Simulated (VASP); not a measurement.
Runs of VASP 6.6.1 on Cl. The structure is that of space group Pm-3m (No. 221), or close to it. The cells are those of the table. 

```tsv
task	cell	cutoff (eV)	gap on the mesh (eV)	pressure (GPa)
relaxation of cell and atoms	relaxed to 20 GPa from a = 2.910 Å, 1 atom	600	none	20.1
single point	a = 2.419 Å, 1 atom	520	none	59.6
relaxation of cell and atoms	relaxed from a = 2.910 Å, 1 atom	600	none	0.0
single point	a = 2.859 Å, 1 atom	520	none	-0.1
single point	a = 2.492 Å, 1 atom	520	none	39.7
single point	a = 2.602 Å, 1 atom	520	none	(a)
relaxation of cell and atoms	relaxed to 40 GPa from a = 2.910 Å, 1 atom	600	none	40.0
relaxation of cell and atoms	relaxed to 60 GPa from a = 2.910 Å, 1 atom	600	none	60.0
```

Alike in all rows: level PBE; potentials or basis VASP PAW PBE potentials, release 64 (Cl); no spin polarisation; k mesh 16 × 16 × 16; smearing fermi-dirac 0.02 eV.

**Question.** Fill in the values left out.

**Answer.** (a) 19.8.

Caveats: an odd number of electrons without spin polarisation forces a metal; a magnetic or distorted state may lie lower; the cell is relaxed towards a set pressure, so the enthalpy falls and the energy may rise (some runs).

A gap of «none» marks levels without a gap at the run's occupations.
